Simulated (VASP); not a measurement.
# BeCdS4 (P1) in VASP: single point with PBE

Aim: the single point of BeCdS4 with PBE.

Everything below comes from runs of VASP 6.6.1. Logs are shortened: lines on timing, memory, paths and dates and some standing lists are left out, and cuts for length are marked.

### Step 1. The cell of the first run

The typed cell holds 12 atoms: a = 5.656 Å, b = 6.376 Å, c = 6.358 Å, α = 89.94°, β = 90.96°, γ = 90.00°.

### Step 2. Single point, PBE

Contents of INCAR:

```
SYSTEM = BeCdS4
  PREC = Accurate
  ENCUT = 630
  EDIFF = 1E-6
  ISMEAR = 0
  SIGMA = 0.1
  LREAL = .FALSE.
  LASPH = .TRUE.
  NELM = 120
  ALGO = Normal
  ISIF = 2
  LWAVE = .FALSE.
  LCHARG = .FALSE.
  GGA = PE
  NBANDS = 58
  GGA_COMPAT = .FALSE.
```

Contents of KPOINTS:

```
Automatic mesh
0
G
  4 2 2
  0 0 0
```

Contents of POSCAR:

```
BeCdS4
1.0
    5.6556005093      0.0004232582      0.0158296202
   -0.0000241091      6.3755974665      0.0029690974
   -0.1242373931      0.0032510479      6.3568145176
Be Cd S
2 2 8
Direct
    0.4586446592      0.5593517875      0.3139500437
    0.5413731359      0.0587242205      0.6860099599
    0.9958871421      0.9901667127      0.2544938526
    0.0038082446      0.4904007791      0.7454151982
    0.4223016170      0.5970550646      0.6400847942
    0.5867159209      0.3585524780      0.8209396182
    0.1339101201      0.4209396402      0.1669831112
    0.8657782510      0.5733794024      0.3390929646
    0.8661252626      0.9206681058      0.8329522465
    0.1342864324      0.0731694098      0.6608054557
    0.5777890254      0.0975068286      0.3600380628
    0.4133801888      0.8594396026      0.1792346924
```

Potentials or basis: VASP PAW PBE potentials, release 64 (Be, Cd_sv_GW, S).

On the command line:

```sh
cat potpaw_PBE.64/Be/POTCAR potpaw_PBE.64/Cd_sv_GW/POTCAR potpaw_PBE.64/S/POTCAR > POTCAR
mpirun -np 1 vasp_std > vasp.out
```

OUTCAR:

```text
SYSTEM = BeCdS4
   PREC = Accurate
   ENCUT = 630
   EDIFF = 1E-6
   ISMEAR = 0
   LREAL = .FALSE.
   LASPH = .TRUE.
   NELM = 120
   ISIF = 2
   GGA = PE

 ion  position               nearest neighbor table
   1  0.459  0.559  0.314-   5 2.10  12 2.11   7 2.23   8 2.31
   2  0.541  0.059  0.686-  11 2.10   6 2.11   9 2.23  10 2.31
   3  0.996  0.990  0.254-  12 2.56  11 2.56
   4  0.004  0.490  0.745-   6 2.56   5 2.56
   5  0.422  0.597  0.640-   1 2.10   6 2.11   4 2.56
   6  0.587  0.359  0.821-   2 2.11   5 2.11   4 2.56
   7  0.134  0.421  0.167-   8 2.12   1 2.23
   8  0.866  0.573  0.339-   7 2.12   1 2.31
   9  0.866  0.921  0.833-  10 2.12   2 2.23
  10  0.134  0.073  0.661-   9 2.12   2 2.31
  11  0.578  0.098  0.360-   2 2.10  12 2.11   3 2.56
  12  0.413  0.859  0.179-   1 2.11  11 2.11   3 2.56

  LATTYP: Found a triclinic cell.
 ALAT       =     8.4383994176
 B/A-ratio  =     0.6702245767
 C/A-ratio  =     0.7555459089
 COS(alpha) =     0.0000723605
 COS(beta)  =     0.0007846406
 COS(gamma) =     0.6576102811

  Lattice vectors:

 A1 = (   5.5313631162,   0.0036743061,   6.3726441378)
 A2 = (   5.6556005093,   0.0004232582,   0.0158296202)
 A3 = (  -0.0000241091,   6.3755974665,   0.0029690974)

Analysis of symmetry for initial positions (statically):
=====================================================================
 Subroutine PRICEL returns:
 Original cell was already a primitive cell.

 Routine SETGRP: Setting up the symmetry group for a
 triclinic supercell.

 Subroutine GETGRP returns: Found  1 space group operations
 (whereof  1 operations were pure point group operations)
 out of a pool of  2 trial point group operations.

The static configuration has the point symmetry C_1 .

Analysis of symmetry for dynamics (positions and initial velocities):
=====================================================================
 Subroutine PRICEL returns:
 Original cell was already a primitive cell.

 Routine SETGRP: Setting up the symmetry group for a
 triclinic supercell.

 Subroutine GETGRP returns: Found  1 space group operations
 (whereof  1 operations were pure point group operations)
 out of a pool of  2 trial point group operations.

The dynamic configuration has the point symmetry C_1 .

 Subroutine INISYM returns: Found  1 space group operations
[... 113 lines left out ...]
   TEBEG  =    0.0;   TEEND  =   0.0 temperature during run
   PSTRESS=    0.0 pullay stress
   NELECT =      92.0000    total number of electrons
   NUPDOWN=      -1.0000    fix difference up-down
   EMIN   =  10.00;   EMAX   =-10.00  energy-range for DOS
   EFERMI =   0.00;   METHOD = LEGACY
   ISMEAR =     0;   SIGMA  =   0.10  broadening in eV -4-tet -1-fermi 0-gaus
   EFERMI_NEDOS =   21; number of points for ismear=-14 and -15
   IALGO  =     38    algorithm
   IMIX   =      4    mixing-type and parameters
     AMIX     =   0.40;   BMIX     =  1.00
     AMIX_MAG =   1.60;   BMIX_MAG =  1.00
  volume/ion in A,a.u.               =      19.10       128.91
  Fermi-wavevector in a.u.,A,eV,Ry     =   1.207582  2.281998 19.840743  1.458253
  Thomas-Fermi vector in A             =   2.343215
   LORBIT       =      0    0 simple, 1 ext, 2 COOP (PROOUT), +10 PAW based schemes
   GGA     = PE    functional components
   LHFCALC =     F    Hartree Fock is set to
   AEXX    =    0.0000 exact exchange contribution
   IVDW    =     0    specifies the selected vdW correction
   LEPSILON=     F    determine dielectric tensor
   LRPA    =     F    only Hartree local field effects (RPA)
 non-spin polarized calculation
 Gauss-broadening in eV      SIGMA  =   0.10
  energy-cutoff  :      630.00
  volume of cell :      229.23
 maximum number of plane-waves:      8266
 NGX is ok and might be reduce to    48
   NGX = 23   NGY = 27   NGZ = 27

 number of electron      92.0000001 magnetization

 Free energy of the ion-electron system (eV)
  ---------------------------------------------------
  ext. energy  EPLUGINS =         0.00000000
  ---------------------------------------------------
  free energy    TOTEN  =       -46.21605641 eV

  energy without entropy =      -46.21605641  energy(sigma->0) =      -46.21605641

 E-fermi :   5.1528     XC(G=0):  -9.7486

 val. band max:        4.5874286430   @ k =   0.5000   0.0000  -0.0000
 cond. band min:       6.3382215184   @ k =   0.2500   0.0000   0.5000
 fundamental gap:      1.7507928754
 Fermi energy:         5.1527810898

 k-point     1 :       0.0000    0.0000    0.0000
  band No.  band energies     occupation
      1     -97.2997      2.00000
      2     -97.2990      2.00000
      3     -58.3790      2.00000
      4     -58.3784      2.00000
      5     -58.3632      2.00000
      6     -58.3624      2.00000
[... 721 lines left out ...]
     57       9.7474      0.00000
     58       9.7526      0.00000

------------------------ aborting loop because EDIFF is reached ----------------------------------------

  FORCE on cell =-STRESS in cart. coord.  units (eV):
  Direction    XX          YY          ZZ          XY          YZ          ZX
  --------------------------------------------------------------------------------------
  -------------------------------------------------------------------------------------
  Total       -0.3881995     -0.2987467     -0.2504021     -0.0097886     -0.0232722      0.0643797
  in kB       -2.7133307     -2.0880980     -1.7501919     -0.0684177     -0.1626617      0.4499833
  external PRESSURE =      -2.1838735 kB  Pullay stress =       0.0000000 kB

 VOLUME and BASIS-vectors are now :
 -----------------------------------------------------------------------------
  energy-cutoff  :      630.00
  volume of cell :      229.23
      direct lattice vectors                 reciprocal lattice vectors
     5.655600509  0.000423258  0.015829620     0.176806212 -0.000000941  0.003455496
    -0.000024109  6.375597467  0.002969097    -0.000011513  0.156848083 -0.000080441
    -0.124237393  0.003251048  6.356814518    -0.000440274 -0.000073257  0.157302929

 POSITION                                       TOTAL-FORCE (eV/Angst)
 -----------------------------------------------------------------------------------
      2.55489      3.56742      2.00464         0.001675     -0.002862     -0.003183
      2.97656      0.37686      4.36958        -0.004398      0.005637      0.008171
      5.60070      6.31415      1.63647         0.006554     -0.002783      0.004478
     -0.07108      3.12902      4.73998        -0.002631     -0.007647     -0.001518
      2.30883      3.80884      4.07736         0.046605     -0.069158      0.060500
      3.21623      2.28890      5.22891        -0.045878      0.078631     -0.054939
      0.73659      2.68434      1.06485        -0.070956      0.040383      0.057884
      4.85435      3.65711      2.17096         0.071468     -0.038429     -0.062522
      4.79495      5.87288      5.31137         0.075737      0.030320     -0.050318
      0.67737      0.46870      4.20296        -0.071885     -0.032792      0.057021
      3.22301      0.62308      2.29813        -0.047578     -0.072579     -0.062011
      2.31562      5.48020      1.14846         0.041287      0.071278      0.046438
 -----------------------------------------------------------------------------------
    total drift:                                0.000010     -0.001203     -0.000055

  FREE ENERGIE OF THE ION-ELECTRON SYSTEM (eV)
  ---------------------------------------------------
  free  energy   TOTEN  =       -46.2160564072 eV

  energy  without entropy=      -46.2160564072  energy(sigma->0) =      -46.21605641
```

stdout:

```text
POSCAR found type information on POSCAR BeCdS
 POSCAR found :  3 types and      12 ions
 scaLAPACK will be used
 LDA part: xc-table for (Slater+PW92), standard interpolation
 POSCAR, INCAR and KPOINTS ok, starting setup
 FFT: planning ... GRIDC
 FFT: planning ... GRID_SOFT
 FFT: planning ... GRID
 WAVECAR not read
 entering main loop
```

It took 5.5 min on 1 thread of Intel Xeon Platinum 8259CL at 2.50GHz (Skylake/Cascade Lake), shared host; peak memory 0.48 GiB.

Results:

- Free energy: -46.2161 eV
- Pressure: -0.2 GPa
- Largest force: 0.107 eV/Å
- Band gap on the k mesh: 1.75 eV (least direct gap 1.79 eV)

Forces on the atoms (eV/Å):
```
Be   0.002 -0.003 -0.003
Be  -0.004  0.006  0.008
Cd   0.007 -0.003  0.004
Cd  -0.003 -0.008 -0.002
S    0.047 -0.069  0.060
S   -0.046  0.079 -0.055
S   -0.071  0.040  0.058
S    0.071 -0.038 -0.063
S    0.076  0.030 -0.050
S   -0.072 -0.033  0.057
S   -0.048 -0.073 -0.062
S    0.041  0.071  0.046
```

Levels at points of the mesh, in eV from the valence-band top:
```tsv
k point	band 44	band 45	band 46	band 47	band 48	band 49
(0.00, 0.00, 0.00)	-0.51	-0.38	-0.05	2.07	2.66	2.72
(0.50, 0.00, 0.00)	-0.92	-0.43	0.00	1.79	2.11	2.29
(0.00, 0.50, 0.00)	-1.29	-0.39	-0.39	1.98	1.98	2.40
(0.50, 0.50, 0.00)	-1.37	-0.57	-0.57	1.89	1.89	2.46
(0.00, 0.00, 0.50)	-1.16	-0.39	-0.38	1.90	1.99	2.24
(0.50, 0.00, 0.50)	-1.11	-0.79	-0.66	1.85	1.95	2.06
(0.00, 0.50, 0.50)	-1.15	-0.92	-0.92	1.91	1.91	2.18
(0.50, 0.50, 0.50)	-1.50	-1.09	-1.08	1.93	1.93	2.76
```

Caveat: the k points lie up to 0.49 Å⁻¹ apart. A k mesh can miss the band edges.
